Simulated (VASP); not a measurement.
# Ta3N (Cm) in VASP: single point with PBEsol

Aim: the single point of Ta3N with PBEsol.

Everything below comes from runs of VASP 6.6.1. Logs are shortened: lines on timing, memory, paths and dates and some standing lists are left out, and cuts for length are marked.

## (1) The cell of the first run

The structure is monoclinic, space group Cm (No. 8). Conventional cell: a = 5.197 Å, b = 3.001 Å, c = 7.450 Å, α = 90.00°, β = 90.00°, γ = 90.00°. Ta (site symmetry m) has 12 Ta at 2.99 to 3.00 Å and 2 N at 3.52 to 3.93 Å within 4.0 Å. Within 3.2 Å of Ta (site symmetry m) lie 3 N at 2.18 to 2.34 Å and 12 Ta at 2.99 to 3.10 Å. Within 2.6 Å of Ta (site symmetry m) lie 3 N at 1.99 to 2.17 Å. Within 2.6 Å of N (site symmetry m) lie 6 Ta at 1.99 to 2.34 Å.

## (2) Single point, PBEsol

INCAR

```
SYSTEM = Ta3N
ALGO = Normal
EDIFF = 1E-7
ENCUT = 520
GGA = PS
ISIF = 2
ISMEAR = 0
LASPH = .TRUE.
LCHARG = .FALSE.
LREAL = .FALSE.
LWAVE = .FALSE.
NBANDS = 27
NELM = 100
PREC = Accurate
SIGMA = 0.15
```

KPOINTS

```
k-points
0
G
  18 18 8
  0 0 0
```

POSCAR

```
Ta3N
1.0
    3.0005045962      0.0000000000      0.0000000000
   -1.5002522981      2.5985132045      0.0000000000
    0.0000000000      0.0000000000      7.4499250813
Ta N
3 1
Direct
    0.0557081757      0.0278540879      0.5273594561
    0.3890415090      0.6945207545      0.1999454421
    0.7223748424      0.3611874212      0.8547734701
    0.0000000000      0.0000000000      0.0000000000
```

Potentials or basis: VASP PAW PBE potentials, release 64 (Ta_pv, N).

On the command line:

```bash
> cat potpaw_PBE.64/Ta_pv/POTCAR potpaw_PBE.64/N/POTCAR > POTCAR
> mpirun -np 1 vasp_std > vasp.out
```

OUTCAR:

```text
SYSTEM = Ta3N
   EDIFF = 1E-7
   ENCUT = 520
   GGA = PS
   ISIF = 2
   ISMEAR = 0
   LASPH = .TRUE.
   LREAL = .FALSE.
   NELM = 100
   PREC = Accurate

 ion  position               nearest neighbor table
   1  0.056  0.028  0.527-   3 2.99   2 2.99   2 2.99   3 2.99   2 2.99   3 2.99
   2  0.389  0.695  0.200-   4 2.18   4 2.34   4 2.34   1 2.99   1 2.99   1 2.99   3 3.10   3 3.10
                             3 3.10
   3  0.722  0.361  0.855-   4 1.99   4 1.99   4 2.17   1 2.99   1 2.99   1 2.99   2 3.10   2 3.10
                             2 3.10
   4  0.000  0.000  0.000-   3 1.99   3 1.99   3 2.17   2 2.18   2 2.34   2 2.34

  LATTYP: Found a hexagonal cell.
 ALAT       =     3.0005045962
 C/A-ratio  =     2.4828907414

  Lattice vectors:

 A1 = (   3.0005045962,   0.0000000000,   0.0000000000)
 A2 = (  -1.5002522981,   2.5985132045,   0.0000000000)
 A3 = (   0.0000000000,   0.0000000000,   7.4499250813)

Analysis of symmetry for initial positions (statically):
=====================================================================
 Subroutine PRICEL returns:
 Original cell was already a primitive cell.

 Routine SETGRP: Setting up the symmetry group for a
 hexagonal supercell.

 Subroutine GETGRP returns: Found  2 space group operations
 (whereof  2 operations were pure point group operations)
 out of a pool of 24 trial point group operations.

The static configuration has the point symmetry C_1h.

Analysis of symmetry for dynamics (positions and initial velocities):
=====================================================================
 Subroutine PRICEL returns:
 Original cell was already a primitive cell.

 Routine SETGRP: Setting up the symmetry group for a
 hexagonal supercell.

 Subroutine GETGRP returns: Found  2 space group operations
 (whereof  2 operations were pure point group operations)
 out of a pool of 24 trial point group operations.

The dynamic configuration has the point symmetry C_1h.

 Subroutine INISYM returns: Found  2 space group operations
 (whereof  2 operations are pure point group operations),
 and found     1 'primitive' translations

----------------------------------------------------------------------------------------

                                     Primitive cell

  volume of cell :      58.0860

  direct lattice vectors                    reciprocal lattice vectors
     3.000504596  0.000000000  0.000000000     0.333277277  0.192417725  0.000000000
    -1.500252298  2.598513205  0.000000000     0.000000000  0.384835451  0.000000000
     0.000000000  0.000000000  7.449925081     0.000000000  0.000000000  0.134229538

  length of vectors
     3.000504596  3.000504596  7.449925081     0.384835451  0.384835451  0.134229538

  position of ions in fractional coordinates (direct lattice)
     0.055708176  0.027854088  0.527359456
     0.389041509  0.694520754  0.199945442
     0.722374842  0.361187421  0.854773470
     0.000000000  0.000000000  0.000000000

  ion indices of the primitive-cell ions
   primitive index   ion index
                 1           1
                 2           2
                 3           3
                 4           4

----------------------------------------------------------------------------------------

 KPOINTS: k-points

Automatic generation of k-mesh.
 Grid dimensions read from file:
 generate k-points for:   18   18    8

 Generating k-lattice:

  Cartesian coordinates                     Fractional coordinates (reciprocal lattice)
     0.018515404  0.010689874  0.000000000     0.055555556  0.000000000  0.000000000
     0.000000000  0.021379747  0.000000000     0.000000000  0.055555556  0.000000000
     0.000000000  0.000000000  0.016778692     0.000000000  0.000000000  0.125000000

  Length of vectors
     0.021379747  0.021379747  0.016778692

  Shift w.r.t. Gamma in fractional coordinates (k-lattice)
     0.000000000  0.000000000  0.000000000

 Subroutine IBZKPT returns following result:
 ===========================================

 Found    695 irreducible k-points:

 Following reciprocal coordinates:
            Coordinates               Weight
  0.000000  0.000000  0.000000      1.000000
  0.055556  0.000000  0.000000      2.000000
  0.000000  0.055556  0.000000      4.000000
  0.111111  0.000000  0.000000      2.000000
  0.000000  0.111111  0.000000      4.000000
  0.166667  0.000000  0.000000      2.000000
[... 16 lines left out ...]
 -0.055556  0.166667  0.000000      4.000000
 -0.166667  0.111111  0.000000      4.000000
 [... further k-points ...]
   k-points           NKPTS =    695   k-points in BZ     NKDIM =    695   number of bands    NBANDS=     27
   number of dos      NEDOS =    301   number of ions     NIONS =      4
   total plane-waves  NPLWV =  32256
   dimension x,y,z NGX =    24 NGY =   24 NGZ =   56
   dimension x,y,z NGXF=    48 NGYF=   48 NGZF=  112
   ions per type =               3   1
   NGX,Y,Z   is equivalent  to a cutoff of  13.30, 13.30, 12.50 a.u.
   NGXF,Y,Z  is equivalent  to a cutoff of  26.59, 26.59, 24.99 a.u.
 SYSTEM =  Ta3N
   PREC   = accura    normal or accurate (medium, high low for compatibility)
   ISTART =      0    job   : 0-new  1-cont  2-samecut
   ICHARG =      2    charge: 1-file 2-atom 10-const
   ISPIN  =      1    spin polarized calculation?
   LNONCOLLINEAR =      F non collinear calculations
   LSORBIT =      F    spin-orbit coupling
   LASPH  =      T    aspherical Exc in radial PAW
   ENCUT  =  520.0 eV  38.22 Ry    6.18 a.u.   5.58  5.58 13.85*2*pi/ulx,y,z
   NELM   =    100;   NELMIN=  2; NELMDL= -5     # of ELM steps
   EDIFF  = 0.1E-06   stopping-criterion for ELM
   LREAL  =      F    real-space projection
   EDIFFG = 0.1E-05   stopping-criterion for IOM
   NSW    =      0    number of steps for IOM
   IBRION =     -1    ionic relax: 0-MD 1-quasi-New 2-CG
   NFREE  =      0    steps in history (QN), initial steepest desc. (CG)
   ISIF   =      2    stress and relaxation
   ISYM   =      2    0-nonsym 1-usesym 2-fastsym
   POTIM  = 0.5000    time-step for ionic-motion
   TEBEG  =    0.0;   TEEND  =   0.0 temperature during run
   PSTRESS=    0.0 pullay stress
   NELECT =      38.0000    total number of electrons
   NUPDOWN=      -1.0000    fix difference up-down
   EMIN   =  10.00;   EMAX   =-10.00  energy-range for DOS
   EFERMI =   0.00;   METHOD = LEGACY
   ISMEAR =     0;   SIGMA  =   0.15  broadening in eV -4-tet -1-fermi 0-gaus
   EFERMI_NEDOS =   21; number of points for ismear=-14 and -15
   IALGO  =     38    algorithm
   IMIX   =      4    mixing-type and parameters
     AMIX     =   0.40;   BMIX     =  1.00
     AMIX_MAG =   1.60;   BMIX_MAG =  1.00
  volume/ion in A,a.u.               =      14.52        98.00
  Fermi-wavevector in a.u.,A,eV,Ry     =   1.421169  2.685620 27.479968  2.019721
  Thomas-Fermi vector in A             =   2.542007
   LORBIT       =      0    0 simple, 1 ext, 2 COOP (PROOUT), +10 PAW based schemes
   GGA     = PS    functional components
   LHFCALC =     F    Hartree Fock is set to
   AEXX    =    0.0000 exact exchange contribution
   IVDW    =     0    specifies the selected vdW correction
   LEPSILON=     F    determine dielectric tensor
   LRPA    =     F    only Hartree local field effects (RPA)
 non-spin polarized calculation
 Gauss-broadening in eV      SIGMA  =   0.15
  energy-cutoff  :      520.00
  volume of cell :       58.09
 maximum number of plane-waves:      1608
   NGX = 11   NGY = 11   NGZ = 27

 number of electron      38.0000002 magnetization

 Free energy of the ion-electron system (eV)
  ---------------------------------------------------
  ext. energy  EPLUGINS =         0.00000000
  ---------------------------------------------------
  free energy    TOTEN  =       -47.93266699 eV

  energy without entropy =      -47.89730494  energy(sigma->0) =      -47.91498596

 E-fermi :   6.7233     XC(G=0): -12.9585

 val. band max:        6.7227923387   @ k =  -0.1111   0.1111   0.1250
 cond. band min:       6.7235412831   @ k =   0.0556  -0.4444   0.1250
 fundamental gap:      0.0007489444
 Fermi energy:         6.7232699614

 k-point     1 :       0.0000    0.0000    0.0000
  band No.  band energies     occupation
      1     -28.3861      2.00000
      2     -28.0168      2.00000
      3     -27.6807      2.00000
      4     -27.6486      2.00000
      5     -27.6222      2.00000
      6     -27.5845      2.00000
[... 19 lines left out ...]
     26       9.4716      0.00000
     27      10.0918      0.00000

 k-point     2 :       0.0556    0.0000    0.0000
  band No.  band energies     occupation
      1     -28.3807      2.00000
      2     -28.0142      2.00000
      3     -27.6884      2.00000
      4     -27.6718      2.00000
      5     -27.6263      2.00000
      6     -27.6113      2.00000
[... 19 lines left out ...]
     26       9.6185      0.00000
     27      10.2288      0.00000

 k-point     3 :       0.0000    0.0556    0.0000
  band No.  band energies     occupation
      1     -28.3811      2.00000
      2     -28.0135      2.00000
      3     -27.7069      2.00000
      4     -27.6597      2.00000
      5     -27.6398      2.00000
      6     -27.5928      2.00000
[... 19 lines left out ...]
     26       9.6695      0.00000
     27      10.2422      0.00000

 k-point     4 :       0.1111    0.0000    0.0000
  band No.  band energies     occupation
      1     -28.3657      2.00000
      2     -28.0095      2.00000
      3     -27.7348      2.00000
      4     -27.7101      2.00000
      5     -27.6867      2.00000
      6     -27.6388      2.00000
[... 19 lines left out ...]
     26       9.9937      0.00000
     27      10.5616      0.00000
[... 516 lines left out ...]
      4     -27.7706      2.00000
      5     -27.7048      2.00000
      6     -27.6569      2.00000
[... 19 lines left out ...]
     26      10.1383      0.00000
     27      10.7964      0.00000

 k-point    23 :      -0.0556    0.1667    0.0000
  band No.  band energies     occupation
      1     -28.3572      2.00000
      2     -28.0037      2.00000
      3     -27.8587      2.00000
      4     -27.7686      2.00000
      5     -27.6870      2.00000
      6     -27.6211      2.00000
[... 19 lines left out ...]
     26      10.2828      0.00000
     27      10.7949      0.00000

 k-point    24 :      -0.1667    0.1111    0.0000
  band No.  band energies     occupation
      1     -28.3547      2.00000
      2     -28.0068      2.00000
      3     -27.8285      2.00000
      4     -27.7634      2.00000
      5     -27.6929      2.00000
      6     -27.6455      2.00000
[... 19 lines left out ...]
     26      10.0079      0.00000
     27      10.8552      0.00000

 [... further k-points ...]

------------------------ aborting loop because EDIFF is reached ----------------------------------------

  FORCE on cell =-STRESS in cart. coord.  units (eV):
  Direction    XX          YY          ZZ          XY          YZ          ZX
  --------------------------------------------------------------------------------------
  -------------------------------------------------------------------------------------
  Total        1.4175961      2.4790283      1.4248380     -0.9192273      0.1369407      0.2371881
  in kB       39.1013681     68.3787151     39.3011212    -25.3549263      3.7772174      6.5423286
  external PRESSURE =      48.9270681 kB  Pullay stress =       0.0000000 kB

 VOLUME and BASIS-vectors are now :
 -----------------------------------------------------------------------------
  energy-cutoff  :      520.00
  volume of cell :       58.09
      direct lattice vectors                 reciprocal lattice vectors
     3.000504596  0.000000000  0.000000000     0.333277277  0.192417725  0.000000000
    -1.500252298  2.598513205  0.000000000     0.000000000  0.384835451  0.000000000
     0.000000000  0.000000000  7.449925081     0.000000000  0.000000000  0.134229538

 POSITION                                       TOTAL-FORCE (eV/Angst)
 -----------------------------------------------------------------------------------
      0.12536      0.07238      3.92879        -0.037895     -0.021879     -0.335518
      0.12536      1.80472      1.48958        -0.546105     -0.315294     -0.909995
      1.62562      0.93855      6.36800        -1.166632     -0.673555     -2.195873
      0.00000      0.00000      0.00000         1.750632      1.010728      3.441386
 -----------------------------------------------------------------------------------
    total drift:                                0.000060      0.000035      0.000014

  FREE ENERGIE OF THE ION-ELECTRON SYSTEM (eV)
  ---------------------------------------------------
  free  energy   TOTEN  =       -47.9326669871 eV

  energy  without entropy=      -47.8973049364  energy(sigma->0) =      -47.91498596
```

Run time: 7.5 min. Hardware: 1 thread of Intel Xeon 6975P-C (Granite Rapids), shared host; peak memory 0.9 GiB.

What came out:

```
Free energy            : -47.9327 eV
Pressure               : 4.9 GPa
Largest force          : 3.991 eV/Å
Band gap on the k mesh : zero (bands 19 and 20 overlap by 1.10 eV)
```

Forces in eV/Å, atoms in the order of the input:
```
Ta  -0.038 -0.022 -0.336
Ta  -0.546 -0.315 -0.910
Ta  -1.167 -0.674 -2.196
N    1.751  1.011  3.441
```

Caveat: the cell differs from its parent crystal (all Ta atoms moved -0.250 Å, as atom 1 towards its neighbour atom 2 (Ta) at 2.992 Å); the cell stands under pressure; the PAW data sets were made with another functional, which shifts forces and pressure a little; spin-orbit coupling is left out, which moves the levels of the heavy elements.
